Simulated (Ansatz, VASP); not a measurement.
**AgI: VASP beside Ansatz**

```
CELL_PARAMETERS angstrom
4.59394 0.00000 0.00000
-2.29697 3.97847 0.00000
0.00000 0.00000 7.52201
ATOMIC_POSITIONS crystal
Ag 0.66667 0.33333 0.62779
Ag 0.33333 0.66667 0.12779
I 0.66667 0.33333 0.00221
I 0.33333 0.66667 0.50221
```

Alike in both runs: functional PBE; dispersion D3(BJ); k mesh 9 × 9 × 4; occupations gaussian, width 0.02 eV; no spin polarisation.

Ansatz relaxed the structure, and its values are those at the end. VASP's run is a single point on that final structure, the one shown.

|  | VASP | Ansatz |
| --- | --- | --- |
| version | VASP 6.6.1 | Ansatz 0.2.0 |
| potentials or method | VASP PAW PBE potentials, release 64 (Ag, I), cutoff 500 eV | scalar-relativistic, plane waves, PAW |
| valence electrons in the cell | 36 | 72 |

|  | VASP | Ansatz | Ansatz less VASP |
| --- | --- | --- | --- |
| gap on the k mesh at the Fermi level (eV) | 1.37 | 1.37 | -0.003 |
| least direct gap on the mesh (eV) | 1.37 | 1.37 | -0.003 |
| pressure (GPa) | -0.1 | 0.0 | +0.06 |

VASP's potentials hold 36 valence electrons a cell and Ansatz's 72, so a difference there can come from the potentials and not from the codes.

Spin-orbit coupling is off throughout.
